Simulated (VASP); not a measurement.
# V in VASP: a series of runs

Runs on V. Level: PBE. Tasks: single point.

Program: VASP 6.6.1. These are calculated values, not measurements. Logs are shortened: lines on timing, memory, paths and dates and some standing lists are left out, and cuts for length are marked.

### 1 The cell of the first run

The cell holds a slab with vacuum, 3 atoms: a = 2.997 Å, b = 2.997 Å, c = 18.997 Å, α = 90.00°, β = 90.00°, γ = 90.00°.

### 2 Single point, PBE

The input, INCAR:

```
ALGO = Normal ; DIPOL = 0.5 0.5 0.500
EDIFF = 1E-6 ; ENCUT = 520
GGA = PE ; IDIPOL = 3
ISIF = 2 ; ISMEAR = -1
LASPH = True ; LCHARG = True
LDIPOL = True ; LELF = True
LREAL = False ; LVACPOTAV = True
LVHAR = True ; LWAVE = False
NBANDS = 26 ; NELM = 80
PREC = Accurate ; SIGMA = 0.05
```

The input, KPOINTS:

```
k-points
0
Gamma
  11 11 1
```

The input, POSCAR:

```
V
1.0
    2.9970992482      0.0000000000      0.0000000000
    0.0000000000      2.9970992482      0.0000000000
    0.0000000000      0.0000000000     18.9971000000
V
3
Direct
    0.0000000000      0.0000000000      0.4211169271
    0.5000000000      0.5000000000      0.5000000000
    0.0000000000      0.0000000000      0.5788830729
```

Potentials or basis: VASP PAW PBE potentials, release 64 (V_sv).

Command:

```bash
cat potpaw_PBE.64/V_sv/POTCAR > POTCAR
mpirun -np 1 vasp_std > vasp.out
```

OUTCAR:

```text
EDIFF = 1E-6
   ENCUT = 520
   GGA = PE
   ISIF = 2
   ISMEAR = -1
   LASPH = True
   LREAL = False
   NELM = 80
   PREC = Accurate

 ion  position               nearest neighbor table
   1  0.000  0.000  0.421-   2 2.60   2 2.60   2 2.60   2 2.60
   2  0.500  0.500  0.500-   1 2.60   3 2.60   1 2.60   3 2.60   1 2.60   3 2.60   1 2.60   3 2.60

   3  0.000  0.000  0.579-   2 2.60   2 2.60   2 2.60   2 2.60

  LATTYP: Found a simple tetragonal cell.
 ALAT       =     2.9970992482
 C/A-ratio  =     6.3384954674

  Lattice vectors:

 A1 = (   2.9970992482,   0.0000000000,   0.0000000000)
 A2 = (   0.0000000000,   2.9970992482,   0.0000000000)
 A3 = (   0.0000000000,   0.0000000000,  18.9971000000)

Analysis of symmetry for initial positions (statically):
=====================================================================
 Subroutine PRICEL returns:
 Original cell was already a primitive cell.

 Routine SETGRP: Setting up the symmetry group for a
 simple tetragonal supercell.

 Subroutine GETGRP returns: Found 16 space group operations
 (whereof 16 operations were pure point group operations)
 out of a pool of 16 trial point group operations.

The static configuration has the point symmetry D_4h.

Analysis of symmetry for dynamics (positions and initial velocities):
=====================================================================
 Subroutine PRICEL returns:
 Original cell was already a primitive cell.

 Routine SETGRP: Setting up the symmetry group for a
 simple tetragonal supercell.

 Subroutine GETGRP returns: Found 16 space group operations
 (whereof 16 operations were pure point group operations)
 out of a pool of 16 trial point group operations.

The dynamic configuration has the point symmetry D_4h.

 Subroutine INISYM returns: Found 16 space group operations
 (whereof 16 operations are pure point group operations),
 and found     1 'primitive' translations

----------------------------------------------------------------------------------------

                                     Primitive cell

  volume of cell :     170.6434

  direct lattice vectors                    reciprocal lattice vectors
     2.997099248  0.000000000  0.000000000     0.333655951  0.000000000  0.000000000
     0.000000000  2.997099248  0.000000000     0.000000000  0.333655951  0.000000000
     0.000000000  0.000000000 18.997100000     0.000000000  0.000000000  0.052639613

  length of vectors
     2.997099248  2.997099248 18.997100000     0.333655951  0.333655951  0.052639613

[... 76 lines left out ...]
   ENCUT  =  520.0 eV  38.22 Ry    6.18 a.u.   5.57  5.57 35.32*2*pi/ulx,y,z
   NELM   =     80;   NELMIN=  2; NELMDL= -5     # of ELM steps
   EDIFF  = 0.1E-05   stopping-criterion for ELM
   LREAL  =      F    real-space projection
   EDIFFG = 0.1E-04   stopping-criterion for IOM
   NSW    =      0    number of steps for IOM
   IBRION =     -1    ionic relax: 0-MD 1-quasi-New 2-CG
   NFREE  =      0    steps in history (QN), initial steepest desc. (CG)
   ISIF   =      2    stress and relaxation
   ISYM   =      2    0-nonsym 1-usesym 2-fastsym
   POTIM  = 0.5000    time-step for ionic-motion
   TEBEG  =    0.0;   TEEND  =   0.0 temperature during run
   PSTRESS=    0.0 pullay stress
   NELECT =      39.0000    total number of electrons
   NUPDOWN=      -1.0000    fix difference up-down
   EMIN   =  10.00;   EMAX   =-10.00  energy-range for DOS
   EFERMI =   0.00;   METHOD = LEGACY
   ISMEAR =    -1;   SIGMA  =   0.05  broadening in eV -4-tet -1-fermi 0-gaus
   EFERMI_NEDOS =   21; number of points for ismear=-14 and -15
   IALGO  =     38    algorithm
   IMIX   =      4    mixing-type and parameters
     AMIX     =   0.40;   BMIX     =  1.00
     AMIX_MAG =   1.60;   BMIX_MAG =  1.00
  volume/ion in A,a.u.               =      56.88       383.85
  Fermi-wavevector in a.u.,A,eV,Ry     =   1.000921  1.891467 13.630902  1.001843
  Thomas-Fermi vector in A             =   2.133309
   LORBIT       =      0    0 simple, 1 ext, 2 COOP (PROOUT), +10 PAW based schemes
   GGA     = PE    functional components
[... 5 lines left out ...]
 non-spin polarized calculation
  energy-cutoff  :      520.00
  volume of cell :      170.64
 maximum number of plane-waves:      4631
 NGX is ok and might be reduce to    24
   NGX = 11   NGY = 11   NGZ = 71

 number of electron      38.9999992 magnetization

 dipolmoment           0.000000      0.000000      0.000000 electrons x Angstroem

 Free energy of the ion-electron system (eV)
  ---------------------------------------------------
  ext. energy  EPLUGINS =         0.00000000
  ---------------------------------------------------
  free energy    TOTEN  =       -23.97798580 eV

  energy without entropy =      -23.92829927  energy(sigma->0) =      -23.95314254

 E-fermi :  -0.3328     XC(G=0):  -4.3634

 val. band max:       -0.3495279760   @ k =   0.0909   0.0000   0.0000
 cond. band min:      -0.3101907673   @ k =   0.0909   0.0909   0.0000
 fundamental gap:      0.0393372087
 Fermi energy:        -0.3328099549

 k-point     1 :       0.0000    0.0000    0.0000
  band No.  band energies     occupation
      1     -64.6559      2.00000
      2     -64.6205      2.00000
      3     -64.1485      2.00000
      4     -38.6086      2.00000
      5     -38.6059      2.00000
      6     -38.4385      2.00000
[... 598 lines left out ...]
     25       1.9090      0.00000
     26       1.9570      0.00000

------------------------ aborting loop because EDIFF is reached ----------------------------------------

  FORCE on cell =-STRESS in cart. coord.  units (eV):
  Direction    XX          YY          ZZ          XY          YZ          ZX
  --------------------------------------------------------------------------------------
  -------------------------------------------------------------------------------------
  Total       -5.0646452     -5.0646452     -3.8384140      0.0000000      0.0000000      0.0000000
  in kB      -47.5521385    -47.5521385    -36.0390085      0.0000000      0.0000000      0.0000000
  external PRESSURE =     -43.7144285 kB  Pullay stress =       0.0000000 kB

 VOLUME and BASIS-vectors are now :
 -----------------------------------------------------------------------------
  energy-cutoff  :      520.00
  volume of cell :      170.64
      direct lattice vectors                 reciprocal lattice vectors
     2.997099248  0.000000000  0.000000000     0.333655951  0.000000000  0.000000000
     0.000000000  2.997099248  0.000000000     0.000000000  0.333655951  0.000000000
     0.000000000  0.000000000 18.997100000     0.000000000  0.000000000  0.052639613

 POSITION                                       TOTAL-FORCE (eV/Angst)
 -----------------------------------------------------------------------------------
      0.00000      0.00000      8.00000         0.000000     -0.000000      1.275535
      1.49855      1.49855      9.49855        -0.000000     -0.000000      0.000000
      0.00000      0.00000     10.99710        -0.000000      0.000000     -1.275535
 -----------------------------------------------------------------------------------
    total drift:                                0.000000      0.000000      0.000000

  FREE ENERGIE OF THE ION-ELECTRON SYSTEM (eV)
  ---------------------------------------------------
  free  energy   TOTEN  =       -23.9779857965 eV

  energy  without entropy=      -23.9282992746  energy(sigma->0) =      -23.95314254

 vacuum level on the upper side and lower side of the slab         3.500         3.500
```

Run time: 2 min. Hardware: 1 thread of Intel Xeon Platinum 8488C (Sapphire Rapids), shared host; peak memory 0.29 GiB.

Results:

- Free energy: -23.9780 eV
- Largest force: 1.276 eV/Å

Forces in eV/Å, atoms in the order of the input:
```
V    0.000  0.000  1.276
V    0.000  0.000  0.000
V    0.000  0.000 -1.276
```

Levels at points of the mesh, in eV from the Fermi level:
```
           k point  band 17  band 18  band 19  band 20  band 21  band 22
(0.00, 0.00, 0.00)    -0.99    -0.09    -0.04     0.09     0.09     0.48
```

### 3 Single point, PBE

The input, INCAR:

```
ALGO = Normal ; DIPOL = 0.5 0.5 0.500
EDIFF = 1E-6 ; ENCUT = 520
GGA = PE ; IDIPOL = 3
ISIF = 2 ; ISMEAR = -1
LASPH = True ; LCHARG = False
LDIPOL = True ; LREAL = False
LWAVE = False ; NBANDS = 26
NELM = 80 ; PREC = Accurate
SIGMA = 0.05
```

KPOINTS is that of step 2.

The input, POSCAR:

```
V
1.0
    2.9970992482      0.0000000000      0.0000000000
    0.0000000000      2.9970992482      0.0000000000
    0.0000000000      0.0000000000     18.9971000000
V
3
Direct
    0.0000000000      0.0000000000      0.4310457859
    0.5000000000      0.5000000000      0.4999999976
    0.0000000000      0.0000000000      0.5689542165
```

Potentials or basis: VASP PAW PBE potentials, release 64 (V_sv).

Command:

```bash
cat potpaw_PBE.64/V_sv/POTCAR > POTCAR
mpirun -np 1 vasp_std > vasp.out
```

Wall time 2 min (1 thread of Intel Xeon Platinum 8488C (Sapphire Rapids), shared host); peak memory 0.28 GiB.

It converged, with:

* Free energy: -24.2664 eV
* Largest force: 0.037 eV/Å

Forces on the atoms (eV/Å):
```
V    0.000  0.000 -0.037
V    0.000  0.000  0.000
V    0.000  0.000  0.037
```

Levels at points of the mesh, in eV from the Fermi level:
```csv
k point,band 16,band 17,band 18,band 19,band 20,band 21,band 22,band 23
"(0.00, 0.00, 0.00)",-2.71,-0.90,-0.06,-0.06,0.18,0.34,0.34,0.38
```

### 4 Single point, PBE

The input, INCAR:

```
SYSTEM = V
  PREC = Accurate
  ENCUT = 520
  EDIFF = 1E-6
  ISMEAR = -1
  SIGMA = 0.05
  LREAL = .FALSE.
  LASPH = .TRUE.
  NELM = 80
  ALGO = Normal
  ISIF = 2
  LWAVE = .FALSE.
  LCHARG = .FALSE.
  LDIPOL = .TRUE.
  IDIPOL = 3
  DIPOL = 0.5 0.5 0.500
  GGA = PE
  NBANDS = 26
```

The input, KPOINTS:

```
regular mesh
0
G
  11 11 1
  0 0 0
```

POSCAR is that of step 3.

Potentials or basis: VASP PAW PBE potentials, release 64 (V_sv).

Command:

```bash
cat potpaw_PBE.64/V_sv/POTCAR > POTCAR
mpirun -np 1 vasp_std > vasp.out
```

OUTCAR:

```text
SYSTEM = V
   PREC = Accurate
   ENCUT = 520
   EDIFF = 1E-6
   ISMEAR = -1
   LREAL = .FALSE.
   LASPH = .TRUE.
   NELM = 80
   ISIF = 2
   GGA = PE

 ion  position               nearest neighbor table
   1  0.000  0.000  0.431-   2 2.49   2 2.49   2 2.49   2 2.49   3 2.62
   2  0.500  0.500  0.500-   1 2.49   1 2.49   1 2.49   1 2.49   3 2.49   3 2.49   3 2.49   3 2.49

   3  0.000  0.000  0.569-   2 2.49   2 2.49   2 2.49   2 2.49   1 2.62

  LATTYP: Found a simple tetragonal cell.
 ALAT       =     2.9970992482
 C/A-ratio  =     6.3384954674
[... 805 lines left out ...]
  --------------------------------------------------------------------------------------
  -------------------------------------------------------------------------------------
  Total       -1.6768150     -1.6768150      0.0760077      0.0000000     -0.0000000     -0.0000000
  in kB      -15.7436767    -15.7436767      0.7136393      0.0000000     -0.0000000     -0.0000000
  external PRESSURE =     -10.2579047 kB  Pullay stress =       0.0000000 kB

 VOLUME and BASIS-vectors are now :
 -----------------------------------------------------------------------------
  energy-cutoff  :      520.00
  volume of cell :      170.64
      direct lattice vectors                 reciprocal lattice vectors
     2.997099248  0.000000000  0.000000000     0.333655951  0.000000000  0.000000000
     0.000000000  2.997099248  0.000000000     0.000000000  0.333655951  0.000000000
     0.000000000  0.000000000 18.997100000     0.000000000  0.000000000  0.052639613

 POSITION                                       TOTAL-FORCE (eV/Angst)
 -----------------------------------------------------------------------------------
      0.00000      0.00000      8.18862        -0.000000      0.000000     -0.036932
      1.49855      1.49855      9.49855         0.000000     -0.000000     -0.000000
      0.00000      0.00000     10.80848         0.000000      0.000000      0.036932
 -----------------------------------------------------------------------------------
    total drift:                                0.000000      0.000000      0.000016

  FREE ENERGIE OF THE ION-ELECTRON SYSTEM (eV)
  ---------------------------------------------------
  free  energy   TOTEN  =       -24.2663500404 eV

  energy  without entropy=      -24.2392183071  energy(sigma->0) =      -24.25278417

 vacuum level on the upper side and lower side of the slab         3.285         3.285
```

stdout:

```text
POSCAR found type information on POSCAR V
 POSCAR found :  1 types and       3 ions
 scaLAPACK will be used
 LDA part: xc-table for (Slater+PW92), standard interpolation
 POSCAR, INCAR and KPOINTS ok, starting setup
 FFT: planning ... GRIDC
 FFT: planning ... GRID_SOFT
 FFT: planning ... GRID
 WAVECAR not read
 entering main loop
```

Wall time 2.2 min (1 thread of Intel Xeon Platinum 8488C (Sapphire Rapids), shared host); peak memory 0.28 GiB.

Results:

```yaml
Free_energy: -24.2664 eV
Largest_force: 0.037 eV/Å
```

Forces on the atoms (eV/Å):
```
V    0.000  0.000 -0.037
V    0.000  0.000  0.000
V    0.000  0.000  0.037
```
